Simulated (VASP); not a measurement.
Set up this calculation in VASP 6.6.1, as the native input.

```yaml
Task: single point
Functional: PBE
Potentials_or_basis: VASP PAW PBE potentials, release 64 (Mg, N, Cl)
Cutoff: 520 eV
k_mesh: 12 × 12 × 12
Occupations: gaussian, width 0.05 eV
Spin: no spin polarisation
Dipole_correction: no
Further_INCAR_settings: ALGO = Normal; EDIFF = 1e-06; NBANDS = 16
```

The structure of Mg2NCl lies in POSCAR:

```
Mg2NCl
1.0
    1.5627471177      0.9022524691      6.7788211651
   -1.5627471177      0.9022524691      6.7788211651
    0.0000000000     -1.8045049382      6.7788211650
Mg N Cl
2 1 1
Direct
    0.2228150000      0.2228150000      0.2228150000
    0.7771850000      0.7771850000      0.7771850000
    0.5000000000      0.5000000000      0.5000000000
    0.0000000000      0.0000000000      0.0000000000
```

This cell differs from its parent crystal: ratio of the length along z to the lengths across it x 1.2, volume and fractional coordinates fixed.

The input as run:

INCAR

```
SYSTEM = Mg2NCl
  PREC = Accurate
  ENCUT = 520
  EDIFF = 1E-6
  ISMEAR = 0
  SIGMA = 0.05
  LREAL = .FALSE.
  LASPH = .TRUE.
  NELM = 80
  ALGO = Normal
  ISIF = 2
  LWAVE = .FALSE.
  LCHARG = .FALSE.
  GGA = PE
  NBANDS = 16
```

KPOINTS

```
Automatic mesh
0
G
  12 12 12
  0 0 0
```

Potentials or basis: VASP PAW PBE potentials, release 64 (Mg, N, Cl).

Run with:

```sh
$ cat potpaw_PBE.64/Mg/POTCAR potpaw_PBE.64/N/POTCAR potpaw_PBE.64/Cl/POTCAR > POTCAR
$ mpirun -np 1 vasp_std > vasp.out
```

It gave:

* Pressure: 2.6 GPa
* Largest force: 0.867 eV/Å
* Band gap on the k mesh: 0.36 eV

Wall time 10 min on 1 thread of Intel(R) Xeon(R) Platinum 8488C (Sapphire Rapids) (shared host), peak memory 0.49 GiB.
